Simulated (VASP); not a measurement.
Runs of VASP 6.6.1 on Be. The structure is that of space group P4_2/mnm (No. 136), or close to it. The cells are those of the table. 

| cell | gap on the mesh (eV) | pressure (GPa) | largest force (eV/Å) |
| --- | --- | --- | --- |
| a = 3.832, b = 3.832, c = 2.333 Å, 4 atoms | none | -7.1 | 0.02 |
| a = 3.683, b = 3.683, c = 2.243 Å, 4 atoms | none | (b) | 0.04 |
| a = 3.796, b = 3.796, c = 2.311 Å, 4 atoms | none | -4.2 | 0.01 |
| a = 3.722, b = 3.722, c = 2.266 Å, 4 atoms | none | (a) | 0.02 |
| a = 3.759, b = 3.759, c = 2.289 Å, 4 atoms | none | -1.0 | 0.01 |

Alike in all rows: task single point; level PBE; potentials or basis VASP PAW PBE potentials, release 64 (Be); no spin polarisation; k mesh 6 × 6 × 10; cutoff (eV) 520; smearing fermi-dirac 0.1 eV.

Question: Estimate the missing entries.

Answer: (a) 2.7; (b) 6.9.

A gap of «none» marks levels without a gap at the run's occupations.
